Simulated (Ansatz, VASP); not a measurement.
Nb4H: VASP beside Ansatz

```
Nb H
1.0
     2.92702    0.00000    0.00000
     0.00000    4.13943    0.00000
     0.00000    0.00000   21.25767
Nb H
4 1
Cartesian
  1.4635 2.0697 4.0000
  0.0000 0.0000 5.4635
  1.4635 2.0697 7.0286
  0.0000 0.0000 8.2577
  0.0000 0.6899 9.7677
```

Alike in both runs: task single point; functional LDA; k mesh 9 × 7 × 1; occupations gaussian, width 0.1 eV; no spin polarisation.

|  | VASP | Ansatz |
| --- | --- | --- |
| version | VASP 6.6.1 | Ansatz 0.2.0 |
| potentials or method | VASP PAW LDA potentials, release 64 (Nb_sv, H), cutoff 520 eV | scalar-relativistic, plane waves, PAW |
| valence electrons in the cell | 53 | 53 |

```csv
,VASP,Ansatz,Ansatz less VASP
gap on the k mesh at the Fermi level (eV),none,none,-
rms of the force components (eV/Å),0.827,0.826,-0.0018
```

LDA's correlation is that of Perdew and Zunger in VASP and of Perdew and Wang (1992) in Ansatz. Atom by atom the forces differ by 0.003 eV/Å (rms over components). A gap of «none» marks a metal or a gap that the smearing closes.
